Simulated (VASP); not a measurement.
A run of VASP 6.6.1 is set up as follows.

File INCAR:

```
ALGO = Normal
EDIFF = 1E-6
ENCUT = 520
GGA = CA
ISIF = 2
ISMEAR = 0
LASPH = T
LCHARG = F
LREAL = F
LWAVE = F
NBANDS = 16
NELM = 100
PREC = Accurate
SIGMA = 0.05
```

File KPOINTS:

```
k-points
0
Gamma
  9 9 6
```

File POSCAR:

```
AlN
1.0
    3.1143789636      0.0000000000      0.0000000000
   -1.5571894818      2.6971312995      0.0000000000
    0.0000000000      0.0000000000      4.9848021043
Al N
2 2
Direct
    0.3429784478      0.6859568955      0.0015212672
    0.6570215522      0.3140431045      0.5015212672
    0.3247266867      0.6494533735      0.3834787328
    0.6752733133      0.3505466265      0.8834787328
```

Potentials or basis: VASP PAW LDA potentials, release 64 (Al, N).

The run is started by

```sh
$ cat potpaw_LDA.64/Al/POTCAR potpaw_LDA.64/N/POTCAR > POTCAR
$ mpirun -np 1 vasp_std > vasp.out
```

Q: Estimate the largest force.

A: 0.306 eV/Å.

Q: Predict the band gap on the k mesh.

A: 4.17 eV, direct.

Q: What does it give for the pressure?

A: -4.5 GPa.

Stress tensor (GPa, compression positive):
```
-4.36  0.00  0.00
 0.00 -5.03  0.00
 0.00  0.00 -4.25
```

A k mesh can miss the band edges. Expect the measured gap to be larger: semilocal functionals such as LDA lack the derivative discontinuity.
